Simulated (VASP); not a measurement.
# KBr (Pm-3m) in VASP: a series of runs

KBr is run at these levels: r2SCAN; tasks: single point.

All numbers are computed with VASP 6.6.1; they aren't measurements. Logs are shortened: lines on timing, memory, paths and dates and some standing lists are left out, and cuts for length are marked.

## (1) The cell of the first run

It takes space group Pm-3m (No. 221, cubic). Conventional cell: a = 4.043 Å, b = 4.043 Å, c = 4.043 Å, α = 90.00°, β = 90.00°, γ = 90.00°. K (site symmetry m-3m) has 8 Br at 3.50 Å and 6 K at 4.04 Å within 4.6 Å. Br (site symmetry m-3m) has 8 K at 3.50 Å and 6 Br at 4.04 Å within 4.6 Å.

## (2) Single point, r2SCAN

Input file POSCAR:

```
KBr
1.0
    4.0434990000      0.0000000000      0.0000000000
    0.0000000000      4.0434990000      0.0000000000
    0.0000000000      0.0000000000      4.0434990000
K Br
1 1
Direct
    0.0000000000      0.0000000000      0.0000000000
    0.5000000000      0.5000000000      0.5000000000
```

Input file INCAR.step1:

```
PREC     = Accurate       # precision mode
ENCUT    = 520            # plane-wave cutoff, eV
ISMEAR   = 0              # smearing method
SIGMA    = 0.01           # smearing width, eV
LREAL    = F              # projectors in reciprocal space
LASPH    = T              # aspherical terms in the spheres
NELM     = 80             # most SCF steps
NBANDS   = 15             # bands
GGA      = PE             # functional
ALGO     = Normal         # electronic algorithm
EDIFF    = 1E-4           # SCF threshold, eV
LWAVE    = T              # write WAVECAR
LCHARG   = F              # write CHGCAR
```

Input file INCAR.step2:

```
PREC     = Accurate       # precision mode
ENCUT    = 520            # plane-wave cutoff, eV
EDIFF    = 1E-6           # SCF threshold, eV
ISMEAR   = 0              # smearing method
SIGMA    = 0.01           # smearing width, eV
LREAL    = F              # projectors in reciprocal space
LASPH    = T              # aspherical terms in the spheres
NELM     = 80             # most SCF steps
ALGO     = Normal         # electronic algorithm
ISIF     = 2              # what is computed and relaxed
LWAVE    = F              # write WAVECAR
LCHARG   = F              # write CHGCAR
METAGGA  = R2SCAN         # meta-GGA
LMIXTAU  = T            
NBANDS   = 15             # bands
ISTART   = 1
```

Input file KPOINTS:

```
Automatic mesh
0
Gamma
  4 4 4
```

Potentials or basis: VASP PAW PBE potentials, release 64 (K_sv, Br).

On the command line:

```console
cat potpaw_PBE.64/K_sv/POTCAR potpaw_PBE.64/Br/POTCAR > POTCAR
cp INCAR.step1 INCAR
mpirun -np 1 vasp_std > vasp.out
cp INCAR.step2 INCAR
mpirun -np 1 vasp_std > vasp.out
```

OUTCAR:

```text
PREC = Accurate
   ENCUT = 520
   EDIFF = 1E-6
   ISMEAR = 0
   LREAL = F
   LASPH = T
   NELM = 80
   ISIF = 2
   METAGGA = R2SCAN
   ISTART = 1

 ion  position               nearest neighbor table
   1  0.000  0.000  0.000-
   2  0.500  0.500  0.500-

  LATTYP: Found a simple cubic cell.
 ALAT       =     4.0434990000

  Lattice vectors:

 A1 = (   4.0434990000,   0.0000000000,   0.0000000000)
 A2 = (   0.0000000000,   4.0434990000,   0.0000000000)
 A3 = (   0.0000000000,   0.0000000000,   4.0434990000)

Analysis of symmetry for initial positions (statically):
=====================================================================
 Subroutine PRICEL returns:
 Original cell was already a primitive cell.

 Routine SETGRP: Setting up the symmetry group for a
 simple cubic supercell.

 Subroutine GETGRP returns: Found 48 space group operations
 (whereof 48 operations were pure point group operations)
 out of a pool of 48 trial point group operations.

The static configuration has the point symmetry O_h .

Analysis of symmetry for dynamics (positions and initial velocities):
=====================================================================
 Subroutine PRICEL returns:
 Original cell was already a primitive cell.

 Routine SETGRP: Setting up the symmetry group for a
 simple cubic supercell.

 Subroutine GETGRP returns: Found 48 space group operations
 (whereof 48 operations were pure point group operations)
 out of a pool of 48 trial point group operations.

The dynamic configuration has the point symmetry O_h .

 Subroutine INISYM returns: Found 48 space group operations
 (whereof 48 operations are pure point group operations),
 and found     1 'primitive' translations

----------------------------------------------------------------------------------------

                                     Primitive cell

  volume of cell :      66.1107

  direct lattice vectors                    reciprocal lattice vectors
     4.043499000  0.000000000  0.000000000     0.247310559  0.000000000  0.000000000
     0.000000000  4.043499000  0.000000000     0.000000000  0.247310559  0.000000000
     0.000000000  0.000000000  4.043499000     0.000000000  0.000000000  0.247310559

  length of vectors
     4.043499000  4.043499000  4.043499000     0.247310559  0.247310559  0.247310559

  position of ions in fractional coordinates (direct lattice)
     0.000000000  0.000000000  0.000000000
     0.500000000  0.500000000  0.500000000

  ion indices of the primitive-cell ions
   primitive index   ion index
                 1           1
                 2           2

----------------------------------------------------------------------------------------

 KPOINTS: Automatic mesh

Automatic generation of k-mesh.
 Grid dimensions read from file:
 generate k-points for:    4    4    4

 Generating k-lattice:

  Cartesian coordinates                     Fractional coordinates (reciprocal lattice)
     0.061827640  0.000000000  0.000000000     0.250000000  0.000000000  0.000000000
     0.000000000  0.061827640  0.000000000     0.000000000  0.250000000  0.000000000
     0.000000000  0.000000000  0.061827640     0.000000000  0.000000000  0.250000000

  Length of vectors
     0.061827640  0.061827640  0.061827640

  Shift w.r.t. Gamma in fractional coordinates (k-lattice)
     0.000000000  0.000000000  0.000000000

 Subroutine IBZKPT returns following result:
 ===========================================

 Found     10 irreducible k-points:

 Following reciprocal coordinates:
            Coordinates               Weight
  0.000000  0.000000  0.000000      1.000000
  0.250000  0.000000  0.000000      6.000000
  0.500000  0.000000  0.000000      3.000000
  0.250000  0.250000  0.000000     12.000000
  0.500000  0.250000  0.000000     12.000000
  0.500000  0.500000  0.000000      3.000000
  0.250000  0.250000  0.250000      8.000000
  0.500000  0.250000  0.250000     12.000000
  0.500000  0.500000  0.250000      6.000000
  0.500000  0.500000  0.500000      1.000000
   k-points           NKPTS =     10   k-points in BZ     NKDIM =     10   number of bands    NBANDS=     15
   number of dos      NEDOS =    301   number of ions     NIONS =      2
   total plane-waves  NPLWV =  27000
   dimension x,y,z NGX =    30 NGY =   30 NGZ =   30
   dimension x,y,z NGXF=    60 NGYF=   60 NGZF=   60
   ions per type =               1   1
   NGX,Y,Z   is equivalent  to a cutoff of  12.33, 12.33, 12.33 a.u.
   NGXF,Y,Z  is equivalent  to a cutoff of  24.67, 24.67, 24.67 a.u.
 SYSTEM =  unknown system
   PREC   = accura    normal or accurate (medium, high low for compatibility)
   ISTART =      1    job   : 0-new  1-cont  2-samecut
   ICHARG =      0    charge: 1-file 2-atom 10-const
   ISPIN  =      1    spin polarized calculation?
   LNONCOLLINEAR =      F non collinear calculations
   LSORBIT =      F    spin-orbit coupling
   LASPH  =      T    aspherical Exc in radial PAW
   ENCUT  =  520.0 eV  38.22 Ry    6.18 a.u.   7.52  7.52  7.52*2*pi/ulx,y,z
   NELM   =     80;   NELMIN=  2; NELMDL=  0     # of ELM steps
   EDIFF  = 0.1E-05   stopping-criterion for ELM
   LREAL  =      F    real-space projection
   EDIFFG = 0.1E-04   stopping-criterion for IOM
   NSW    =      0    number of steps for IOM
   IBRION =     -1    ionic relax: 0-MD 1-quasi-New 2-CG
   NFREE  =      0    steps in history (QN), initial steepest desc. (CG)
   ISIF   =      2    stress and relaxation
   ISYM   =      2    0-nonsym 1-usesym 2-fastsym
   POTIM  = 0.5000    time-step for ionic-motion
   TEBEG  =    0.0;   TEEND  =   0.0 temperature during run
   PSTRESS=    0.0 pullay stress
   NELECT =      16.0000    total number of electrons
   NUPDOWN=      -1.0000    fix difference up-down
   EMIN   =  10.00;   EMAX   =-10.00  energy-range for DOS
   EFERMI =   0.00;   METHOD = LEGACY
   ISMEAR =     0;   SIGMA  =   0.01  broadening in eV -4-tet -1-fermi 0-gaus
   EFERMI_NEDOS =   21; number of points for ismear=-14 and -15
   IALGO  =     38    algorithm
   IMIX   =      4    mixing-type and parameters
     AMIX     =   0.40;   BMIX     =  1.00
     AMIX_MAG =   1.60;   BMIX_MAG =  1.00
  volume/ion in A,a.u.               =      33.06       223.07
  Fermi-wavevector in a.u.,A,eV,Ry     =   1.020213  1.927923 14.161412  1.040834
  Thomas-Fermi vector in A             =   2.153770
   LORBIT       =      0    0 simple, 1 ext, 2 COOP (PROOUT), +10 PAW based schemes
   METAGGA = R2SCAN    functional components
   LHFCALC =     F    Hartree Fock is set to
   AEXX    =    0.0000 exact exchange contribution
   IVDW    =     0    specifies the selected vdW correction
   LEPSILON=     F    determine dielectric tensor
   LRPA    =     F    only Hartree local field effects (RPA)
 non-spin polarized calculation
 Gauss-broadening in eV      SIGMA  =   0.01
  energy-cutoff  :      520.00
  volume of cell :       66.11
 maximum number of plane-waves:      1800
   NGX = 15   NGY = 15   NGZ = 15

 number of electron      15.9999999 magnetization

 Free energy of the ion-electron system (eV)
  ---------------------------------------------------
  ext. energy  EPLUGINS =         0.00000000
  ---------------------------------------------------
  free energy    TOTEN  =       -23.13185347 eV

  energy without entropy =      -23.13185347  energy(sigma->0) =      -23.13185347

 E-fermi :  -1.0929     XC(G=0):  -8.1919

 val. band max:       -1.1411064683   @ k =   0.5000   0.5000   0.0000
 cond. band min:       3.4511554020   @ k =   0.0000   0.0000   0.0000
 fundamental gap:      4.5922618702
 Fermi energy:        -1.0929121678

 k-point     1 :       0.0000    0.0000    0.0000
  band No.  band energies     occupation
      1     -30.9599      2.00000
      2     -14.3600      2.00000
      3     -13.6145      2.00000
      4     -13.6145      2.00000
      5     -13.6145      2.00000
      6      -1.4040      2.00000
      7      -1.4040      2.00000
      8      -1.4040      2.00000
      9       3.4512      0.00000
     10       5.2726      0.00000
     11       5.2726      0.00000
     12       9.3094      0.00000
     13       9.3094      0.00000
     14       9.3094      0.00000
     15      11.9422      0.00000

 k-point     2 :       0.2500    0.0000    0.0000
  band No.  band energies     occupation
      1     -30.9551      2.00000
      2     -14.4472      2.00000
      3     -13.6051      2.00000
      4     -13.6051      2.00000
      5     -13.5103      2.00000
      6      -2.3613      2.00000
      7      -1.3874      2.00000
      8      -1.3874      2.00000
      9       4.6295      0.00000
     10       5.7512      0.00000
     11       6.4178      0.00000
     12       9.1853      0.00000
     13       9.1853      0.00000
     14       9.5622      0.00000
     15      10.1567      0.00000

 k-point     3 :       0.5000    0.0000    0.0000
  band No.  band energies     occupation
      1     -30.9502      2.00000
      2     -14.5266      2.00000
      3     -13.5957      2.00000
      4     -13.5957      2.00000
      5     -13.4097      2.00000
      6      -3.0761      2.00000
      7      -1.3713      2.00000
      8      -1.3713      2.00000
      9       6.0532      0.00000
     10       6.6278      0.00000
     11       7.2513      0.00000
     12       8.4462      0.00000
     13       9.3276      0.00000
     14       9.3276      0.00000
     15       9.8755      0.00000
[... 91 lines left out ...]
 k-point     9 :       0.5000    0.5000    0.2500
  band No.  band energies     occupation
      1     -30.9369      2.00000
      2     -14.0403      2.00000
      3     -13.7354      2.00000
      4     -13.7354      2.00000
      5     -13.6513      2.00000
      6      -2.5543      2.00000
      7      -2.5543      2.00000
      8      -1.9359      2.00000
      9       5.5694      0.00000
     10       7.2052      0.00000
     11       7.2052      0.00000
     12       7.6252      0.00000
     13       9.4803      0.00000
     14       9.4803      0.00000
     15      10.7612      0.00000

 k-point    10 :       0.5000    0.5000    0.5000
  band No.  band energies     occupation
      1     -30.9325      2.00000
      2     -13.9742      2.00000
      3     -13.7197      2.00000
      4     -13.7197      2.00000
      5     -13.7197      2.00000
      6      -2.5681      2.00000
      7      -2.5681      2.00000
      8      -2.5681      2.00000
      9       6.8854      0.00000
     10       6.8854      0.00000
     11       6.8854      0.00000
     12       9.0589      0.00000
     13       9.0589      0.00000
     14       9.0589      0.00000
     15      10.7723      0.00000

------------------------ aborting loop because EDIFF is reached ----------------------------------------

  FORCE on cell =-STRESS in cart. coord.  units (eV):
  Direction    XX          YY          ZZ          XY          YZ          ZX
  --------------------------------------------------------------------------------------
  -------------------------------------------------------------------------------------
  Total       -0.3367341     -0.3367341     -0.3367341     -0.0000000     -0.0000000     -0.0000000
  in kB       -8.1606676     -8.1606676     -8.1606676     -0.0000000     -0.0000000     -0.0000000
  external PRESSURE =      -8.1606676 kB  Pullay stress =       0.0000000 kB

 VOLUME and BASIS-vectors are now :
 -----------------------------------------------------------------------------
  energy-cutoff  :      520.00
  volume of cell :       66.11
      direct lattice vectors                 reciprocal lattice vectors
     4.043499000  0.000000000  0.000000000     0.247310559  0.000000000  0.000000000
     0.000000000  4.043499000  0.000000000     0.000000000  0.247310559  0.000000000
     0.000000000  0.000000000  4.043499000     0.000000000  0.000000000  0.247310559

 POSITION                                       TOTAL-FORCE (eV/Angst)
 -----------------------------------------------------------------------------------
      0.00000      0.00000      0.00000         0.000000      0.000000      0.000000
      2.02175      2.02175      2.02175         0.000000      0.000000      0.000000
 -----------------------------------------------------------------------------------
    total drift:                                0.000000      0.000000     -0.000000

  FREE ENERGIE OF THE ION-ELECTRON SYSTEM (eV)
  ---------------------------------------------------
  free  energy   TOTEN  =       -23.1318534678 eV

  energy  without entropy=      -23.1318534678  energy(sigma->0) =      -23.13185347
```

Run time: 36 s. Hardware: 1 thread of Intel Xeon Platinum 8259CL at 2.50GHz (Skylake/Cascade Lake), shared host; peak memory 0.17 GiB.

What came out:

* Free energy: -23.1319 eV
* Pressure: -0.8 GPa
* Band gap on the k mesh: 4.59 eV, indirect (least direct gap 4.86 eV)

Levels at points of the mesh, in eV from the valence-band top:
| k point | band 6 | band 7 | band 8 | band 9 | band 10 | band 11 |
| --- | --- | --- | --- | --- | --- | --- |
| (0.00, 0.00, 0.00) | -0.26 | -0.26 | -0.26 | 4.59 | 6.41 | 6.41 |
| (0.50, 0.00, 0.00) | -1.93 | -0.23 | -0.23 | 7.19 | 7.77 | 8.39 |
| (0.50, 0.50, 0.00) | -1.40 | -1.40 | 0.00 | 5.84 | 7.22 | 8.77 |
| (0.50, 0.50, 0.50) | -1.43 | -1.43 | -1.43 | 8.03 | 8.03 | 8.03 |

Caveat: the PAW data sets were made with another functional, which shifts forces and pressure a little. A k mesh can miss the band edges.

## (3) Single point, r2SCAN

POSCAR is that of step 2.

Input file INCAR.step1:

```
SYSTEM = KBr
PREC = Accurate ; ENCUT = 520
ISMEAR = 0 ; SIGMA = 0.01
LREAL = .False. ; LASPH = .True.
NELM = 60 ; NBANDS = 15
GGA = PE ; ALGO = Normal
EDIFF = 1E-4 ; LWAVE = .True.
LCHARG = .False.
```

Input file INCAR.step2:

```
SYSTEM = KBr
PREC = Accurate ; ENCUT = 520
EDIFF = 1E-7 ; ISMEAR = 0
SIGMA = 0.01 ; LREAL = .False.
LASPH = .True. ; NELM = 60
ALGO = Normal ; ISIF = 2
LWAVE = .False. ; LCHARG = .False.
METAGGA = R2SCAN ; LMIXTAU = .True.
NBANDS = 15 ; ISTART = 1
```

Input file KPOINTS:

```
Automatic mesh
0
Gamma
  4 4 4
  0 0 0
```

Potentials or basis: VASP PAW PBE potentials, release 64 (K_sv, Br).

On the command line:

```console
cat potpaw_PBE.64/K_sv/POTCAR potpaw_PBE.64/Br/POTCAR > POTCAR
cp INCAR.step1 INCAR
mpirun -np 1 vasp_std > vasp.out
cp INCAR.step2 INCAR
mpirun -np 1 vasp_std > vasp.out
```

Wall time 48 s (1 thread of Intel Xeon Platinum 8259CL at 2.50GHz (Skylake/Cascade Lake), shared host); peak memory 0.17 GiB.

The run converged. Its results:

| Quantity | Value |
| --- | --- |
| Free energy | -23.1319 eV |
| Pressure | -0.8 GPa |
| Band gap on the k mesh | 4.59 eV, indirect (least direct gap 4.86 eV) |

Levels at points of the mesh, in eV from the valence-band top:
```csv
k point,band 4,band 5,band 6,band 7,band 8,band 9,band 10,band 11,band 12,band 13
"(0.00, 0.00, 0.00)",-12.47,-12.47,-0.26,-0.26,-0.26,4.59,6.41,6.41,10.45,10.45
"(0.50, 0.00, 0.00)",-12.45,-12.27,-1.93,-0.23,-0.23,7.19,7.77,8.39,9.59,10.47
"(0.50, 0.50, 0.00)",-12.61,-12.44,-1.40,-1.40,0.00,5.84,7.22,8.77,8.77,11.08
"(0.50, 0.50, 0.50)",-12.58,-12.58,-1.43,-1.43,-1.43,8.03,8.03,8.03,10.20,10.20
```

Caveat: the PAW data sets were made with another functional, which shifts forces and pressure a little.
